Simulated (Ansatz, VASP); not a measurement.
**Two plane-wave programs on BeS3**

The input INCAR:

```
PREC     = Accurate       # precision mode
ENCUT    = 600            # plane-wave cutoff, eV
EDIFF    = 1E-7           # SCF threshold, eV
ISMEAR   = 0              # smearing method
SIGMA    = 0.1            # smearing width, eV
LREAL    = False          # projectors in reciprocal space
LASPH    = True           # aspherical terms in the spheres
NELM     = 80             # most SCF steps
ALGO     = Normal         # electronic algorithm
ISIF     = 3              # what is computed and relaxed
LWAVE    = False          # write WAVECAR
LCHARG   = False          # write CHGCAR
GGA      = PE             # functional
IBRION   = 2              # ionic algorithm
NSW      = 90             # ionic steps
EDIFFG   = -0.04          # ionic threshold
```

File KPOINTS:

```
Automatic mesh
0
Gamma
  4 4 4
```

File POSCAR:

```
BeS3
1.0
    4.1038207023      0.0000000000      0.0000000000
    0.0000000000      4.1038207023      0.0000000000
    0.0000000000      0.0000000000      4.1038207023
Be S
1 3
Direct
    0.0000000000      0.0000000000      0.0000000000
    0.0000000000      0.5000000000      0.5000000000
    0.5000000000      0.0000000000      0.5000000000
    0.5000000000      0.5000000000      0.0000000000
```

Input for Ansatz:

```yaml
crystal:
  lattice:
    - [4.1038207023, 0.0, 0.0]
    - [0.0, 4.1038207023, 0.0]
    - [0.0, 0.0, 4.1038207023]
  atoms:
    - { symbol: Be, position: [0.0, 0.0, 0.0] }
    - { symbol: S, position: [0.0, 0.5, 0.5] }
    - { symbol: S, position: [0.5, 0.0, 0.5] }
    - { symbol: S, position: [0.5, 0.5, 0.0] }
basis:
  ecutwfc: 420
kpoints:
  mp_grid: { grid: [4, 4, 4] }
hamiltonian:
  xc: pbe
scf:
  occupations: { method: gaussian, width: 0.1 }
  lower_state_search: "off"
output:
  forces: true
  stress: true
  eigenvalues: true
relax:
  adjacent_minimum: "off"
  f_tol: 0.04
  max_steps: 70
  cell: { stress_tol: 0.4 }
```

Alike in both runs: task relaxation of cell and atoms; functional PBE; k mesh 4 × 4 × 4; occupations gaussian, width 0.1 eV; no spin polarisation.

|  | VASP | Ansatz |
| --- | --- | --- |
| version | VASP 6.6.1 | Ansatz 0.2.0 |
| potentials or method | VASP PAW PBE potentials, release 64 (Be, S), cutoff 600 eV | scalar-relativistic, plane waves, PAW |
| valence electrons in the cell | 20 | 20 |

|  | VASP | Ansatz | Ansatz less VASP |
| --- | --- | --- | --- |
| gap on the k mesh at the Fermi level, each at its own relaxed structure (eV) | none | none | - |
| relaxed volume (Å³/atom) | 15.14 | 15.15 | +0.018 |
| relaxed cell length with the largest relative difference (Å) | 3.927 | 3.928 | +0.0016 |

A gap of «none» marks a metal or a gap that the smearing closes.

The k mesh is coarse, so the values compare programs but aren't converged.
